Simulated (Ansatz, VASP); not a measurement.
# SiC in VASP and in Ansatz

```
Si C
1.0
     3.10611    0.00000    0.00000
    -1.55305    2.68997    0.00000
     0.00000    0.00000    5.04004
Si C
2 2
Direct
  0.33333 0.66667 0.99906
  0.66667 0.33333 0.49906
  0.33333 0.66667 0.37594
  0.66667 0.33333 0.87594
```

Change from the starting cell: epitaxial_xy strain +1.0%.

Alike in both runs: task single point; functional HSE06; k mesh 6 × 6 × 4; no spin polarisation.

|  | VASP | Ansatz |
| --- | --- | --- |
| version | VASP 6.6.1 | Ansatz 0.2.0 |
| potentials or method | VASP PAW PBE potentials, release 64 (Si, C) | plane waves, PAW |
| plane-wave cutoff (eV) | 520 | 420 |
| occupations | gaussian, width 0.01 eV | fixed |
| valence electrons in the cell | 16 | 16 |

|  | VASP | Ansatz | Ansatz less VASP |
| --- | --- | --- | --- |
| gap on the k mesh at the Fermi level (eV) | 3.27 | 3.27 | -0.003 |
| pressure (GPa) | -5.6 | -5.2 | +0.35 |
| traceless stress, the component that is largest in VASP (GPa) | 3.69 | 3.64 | -0.051 |
| rms of the force components (eV/Å) | 0.014 | 0.015 | +0.0012 |

Atom by atom the forces differ by 0.001 eV/Å (rms over components). Ansatz's warnings: stress exchange threshold loose, stress scf threshold loose.
